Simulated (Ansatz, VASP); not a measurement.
Ti in VASP and in Ansatz

```
Ti
1.0
     4.56737    0.00000    0.00000
    -2.28369    3.95546    0.00000
     0.00000    0.00000    2.82624
Ti
3
Direct
  0.66667 0.33333 0.50000
  0.33333 0.66667 0.50000
  0.00000 0.00000 0.00000
```

Alike in both runs: task relaxation of cell and atoms; functional revPBE; k mesh 7 × 7 × 9; occupations fermi-dirac, width 0.05 eV; no spin polarisation.

|  | VASP | Ansatz |
| --- | --- | --- |
| version | VASP 6.6.1 | Ansatz 0.2.0 |
| potentials or method | VASP PAW PBE potentials, release 64 (Ti_sv), cutoff 600 eV | all-electron LAPW, scalar-relativistic |

VASP gave:

```
relaxed volume (Å³/atom)                                        : 17.47
relaxed length of the cell vector where the two differ most in proportion (Å) : 4.611
```

Which values does Ansatz return?

Relaxed volume (Å³/atom): 17.50; relaxed length of the cell vector where the two differ most in proportion (Å): 4.613.

VASP's potentials were made for PBE, not for revPBE. Ansatz ran all-electron here, and VASP with PAW potentials.
